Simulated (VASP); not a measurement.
**ZnS: elastic constants with LDA**

The system is ZnS.

```
Zn S
1.0
     0.00000    2.70200    2.70200
     2.70200    0.00000    2.70200
     2.70200    2.70200    0.00000
Zn S
1 1
Direct
  0.75000 0.75000 0.75000
  0.00000 0.00000 0.00000
```

```yaml
Program: VASP 6.6.1
Task: elastic constants
Functional: LDA
Potentials_or_basis: VASP PAW LDA potentials, release 64 (Zn, S)
Cutoff: 600 eV
k_mesh: 7 × 7 × 7
Occupations: fermi-dirac, width 0.05 eV
Spin: no spin polarisation
Dipole_correction: no
Ions_in_elastic_constants: relaxed
Further_INCAR_settings: ALGO = Normal; EDIFF = 1e-08; IBRION = 6; POTIM = 0.015; NSW = 1; ISIF = 3
```

The elastic constants C11, C12, C44 are 102, 55, 50 GPa and the voigt bulk modulus is 71 GPa. The highest phonon frequency at Γ, LO-TO splitting left out is 263 cm⁻¹.

Phonon frequencies in cm⁻¹ (negative: imaginary):
| q point | frequencies |
| --- | --- |
| (0.000, 0.000, 0.000) | 0 0 0 263 263 263 |

Elastic tensor in Voigt notation (GPa, in the Cartesian axes of the cell as first typed):
```
102  55  55   0   0   0
 55 102  55   0   0   0
 55  55 102   0   0   0
  0   0   0  50   0   0
  0   0   0   0  50   0
  0   0   0   0   0  50
```

Clamped-ion elastic tensor (GPa):
```
102  55  55   0   0   0
 55 102  55   0   0   0
 55  55 102   0   0   0
  0   0   0  65   0   0
  0   0   0   0  65   0
  0   0   0   0   0  65
```

Wall time 13 min on 1 thread of AMD EPYC 7R13, on a shared host, peak memory 0.22 GiB.

Caveat: the cell is under stress, which shifts elastic constants.
